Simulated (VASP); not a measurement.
The system is Hg2SeO.

```
O Hg Se
1.0
     4.07558    0.00000    0.00000
     0.00000    4.07558    0.00000
     0.00000    0.00000    5.51088
O Hg Se
1 2 1
Direct
  0.00000 0.00000 0.00000
  0.00000 0.50000 0.80509
  0.50000 0.00000 0.19491
  0.50000 0.50000 0.50000
```

Base run:

```yaml
Program: VASP 6.6.1
Functional: r2SCAN
Potentials_or_basis: VASP PAW PBE potentials, release 64 (O, Hg, Se)
Cutoff: 660 eV
k_mesh: 4 × 4 × 4, shifted
Occupations: fermi-dirac, width 0.02 eV
Spin: no spin polarisation
```

Its results: band gap on the k mesh 0.87 eV; pressure 0.5 GPa; largest force 0.052 eV/Å.

Task: The run is repeated on the same cell with these changes: functional from r2SCAN to PBEsol; cutoff from 660 eV to 600 eV; k mesh from 4 × 4 × 4, shifted to 4 × 4 × 4, through Γ. What comes out?

Result: Band gap on the k mesh zero (filled and empty bands touch); pressure -0.6 GPa; largest force 0.113 eV/Å.

Several settings changed at once.

Caveats: some runs use coarse meshes; the PAW data sets were made with another functional, which shifts forces and pressure a little; spin-orbit coupling is left out, which moves the levels of the heavy elements; a shifted mesh leaves out Γ, where band edges can lie (at least some runs); semilocal functionals underestimate gaps, so a narrow gap can read as zero (at least some runs).

A k mesh can miss the band edges.
